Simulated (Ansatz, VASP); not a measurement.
Two plane-wave programs on Os

File INCAR:

```
PREC = Accurate
ENCUT = 560
EDIFF = 1E-6
ISMEAR = -1
SIGMA = 0.1
LREAL = F
LASPH = T
NELM = 120
ALGO = Normal
ISIF = 2
LWAVE = F
LCHARG = F
GGA = B5
ALDAX = 1.0
AGGAX = 1.0
AGGAC = 1.0
ALDAC = 0.0
NBANDS = 14
GGA_COMPAT = F
```

File KPOINTS:

```
regular mesh
0
Gamma
  16 16 16
```

File POSCAR:

```
Os
1.0
    0.0000000000      1.9303277222      1.9303277222
    1.9303277222      0.0000000000      1.9303277222
    1.9303277222      1.9303277222      0.0000000000
Os
1
Direct
    0.0000000000      0.0000000000      0.0000000000
```

Input for Ansatz:

```yaml
crystal:
  lattice:
    - [0.0, 1.9303277222, 1.9303277222]
    - [1.9303277222, 0.0, 1.9303277222]
    - [1.9303277222, 1.9303277222, 0.0]
  atoms:
    - { symbol: Os, position: [0.0, 0.0, 0.0] }
hamiltonian:
  xc: blyp
  pseudopotentials:
    kind: paw
    azcp:
      Os: "pseudopotentials/Os.paw.azcp"
basis:
  ecutwfc: 420
  fft_grid_basis: typed
kpoints:
  mp_grid: { grid: [16, 16, 16], shift: [0, 0, 0] }
magnetization:
  spin_polarized: false
scf:
  occupations: { method: fermi_dirac, width: 0.1 }
  lower_state_search: "off"
output:
  stress: true
```

Alike in both runs: task single point; functional BLYP; k mesh 16 × 16 × 16; occupations fermi-dirac, width 0.1 eV; no spin polarisation.

```csv
,VASP,Ansatz
version,VASP 6.6.1,Ansatz 0.2.0
potentials or method,"VASP PAW PBE potentials, release 64 (Os_sv_GW), cutoff 560 eV","plane waves (420 eV) with PAW, scalar-relativistic"
valence electrons in the cell,16,16
```

```csv
,VASP,Ansatz,Ansatz less VASP
pressure (GPa),15.2,15.0,-0.20
```

VASP's potentials were made for PBE, not for BLYP.

Neither program's run includes spin-orbit coupling.
